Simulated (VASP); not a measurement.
Write the native input for VASP 6.6.1 that does the following.

```
Task                   : single point
Functional             : r2SCAN
Potentials or basis    : VASP PAW PBE potentials, release 64 (V_sv)
Cutoff                 : 520 eV
k mesh                 : 15 × 15 × 15
Occupations            : methfessel-paxton, width 0.6 eV
Spin                   : no spin polarisation
Dipole correction      : no
Further INCAR settings : ALGO = Normal; EDIFF = 1e-06; NBANDS = 12
```

V:

```
V
1.0
    -1.49177    1.49177    1.49177
     1.49177   -1.49177    1.49177
     1.49177    1.49177   -1.49177
V
1
Direct
  0.00000 0.00000 0.00000
```

One way to write it, as run:

POSCAR

```
V
1.0
   -1.4917693513      1.4917693513      1.4917693513
    1.4917693513     -1.4917693513      1.4917693513
    1.4917693513      1.4917693513     -1.4917693513
V
1
Direct
    0.0000000000      0.0000000000      0.0000000000
```

INCAR.step1

```
  ALGO = Normal
  EDIFF = 1E-4
  ENCUT = 520
  GGA = PE
  ISMEAR = 1
  LASPH = T
  LCHARG = F
  LREAL = F
  LWAVE = T
  NBANDS = 12
  NELM = 80
  PREC = Accurate
  SIGMA = 0.6
```

INCAR.step2

```
  ALGO = Normal
  EDIFF = 1E-6
  ENCUT = 520
  ISIF = 2
  ISMEAR = 1
  ISTART = 1
  LASPH = T
  LCHARG = F
  LMIXTAU = T
  LREAL = F
  LWAVE = F
  METAGGA = R2SCAN
  NBANDS = 12
  NELM = 80
  PREC = Accurate
  SIGMA = 0.6
```

KPOINTS

```
k-points
0
Gamma
  15 15 15
```

Potentials or basis: VASP PAW PBE potentials, release 64 (V_sv).

Command:

```bash
$ cat potpaw_PBE.64/V_sv/POTCAR > POTCAR
$ cp INCAR.step1 INCAR
$ mpirun -np 1 vasp_std > vasp.out
$ cp INCAR.step2 INCAR
$ mpirun -np 1 vasp_std > vasp.out
```

Results of the run:

- Pressure: 0.5 GPa

Caveat: the PAW data sets were made with another functional, which shifts forces and pressure a little.

It took 39 s on 1 thread of Intel(R) Xeon(R) Platinum 8559C (Emerald Rapids), on a shared host, peak memory 0.14 GiB.
